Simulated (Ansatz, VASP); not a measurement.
Al2O3: VASP beside Ansatz

File INCAR:

```
PREC = Accurate ; ENCUT = 520
EDIFF = 1E-6 ; ISMEAR = 0
SIGMA = 0.05 ; LREAL = F
LASPH = T ; NELM = 100
ALGO = Normal ; ISIF = 2
LWAVE = F ; LCHARG = T
GGA = PE ; IVDW = 12
LELF = T ; LVHAR = T
NBANDS = 20
```

Contents of KPOINTS:

```
Automatic mesh
0
Gamma
  12 12 4
```

Contents of POSCAR:

```
Al2O3
1.0
    2.8843249483      0.0000000000      0.0000000000
   -1.4421624742      2.4978986780      0.0000000000
    0.0000000000      0.0000000000      9.1967031431
Al O
2 3
Direct
    0.0000000000      0.0000000000      0.1499923300
    0.0000000000      0.0000000000      0.8500076700
    0.3333333333      0.6666666667      0.2223169200
    0.6666666667      0.3333333333      0.0000000000
    0.3333333333      0.6666666667      0.7776830800
```

Input for Ansatz:

```yaml
crystal:
  lattice:
    - [2.8843249483, 0.0, 0.0]
    - [-1.4421624742, 2.497898678, 0.0]
    - [0.0, 0.0, 9.1967031431]
  atoms:
    - { symbol: Al, position: [0.0, 0.0, 0.14999233] }
    - { symbol: Al, position: [0.0, 0.0, 0.85000767] }
    - { symbol: O, position: [0.3333333333, 0.6666666667, 0.22231692] }
    - { symbol: O, position: [0.6666666667, 0.3333333333, 0.0] }
    - { symbol: O, position: [0.3333333333, 0.6666666667, 0.77768308] }
basis:
  ecutwfc: 420
kpoints:
  mp_grid: { grid: [12, 12, 4] }
hamiltonian:
  xc: pbe
  dispersion: d3bj
scf:
  occupations: { method: gaussian, width: 0.05 }
output:
  forces: true
  stress: true
  eigenvalues: true
```

Change from the starting cell: strain +0.000 along x and y, -0.015 along z, atoms carried along.

Alike in both runs: task single point; functional PBE; dispersion D3(BJ); k mesh 12 × 12 × 4; occupations gaussian, width 0.05 eV; no spin polarisation.

```csv
,VASP,Ansatz
version,VASP 6.6.1,Ansatz 0.2.0
potentials or method,"VASP PAW PBE potentials, release 64 (Al, O), cutoff 520 eV","scalar-relativistic, plane waves, PAW"
valence electrons in the cell,24,24
```

VASP gave:

```
gap on the k mesh at the Fermi level (eV)                     : 4.76
least direct gap on the mesh (eV)                             : 5.00
pressure (GPa)                                                : -0.3
traceless stress, the component that is largest in VASP (GPa) : 2.01
rms of the force components (eV/Å)                            : 0.076
```

**Question.** Which values does Ansatz return?

**Answer.** gap on the k mesh at the Fermi level (eV): 4.78; least direct gap on the mesh (eV): 5.02; pressure (GPa): -0.3; traceless stress, the component that is largest in VASP (GPa): 2.23; rms of the force components (eV/Å): 0.080.

Atom by atom the forces differ by 0.017 eV/Å (rms over components).
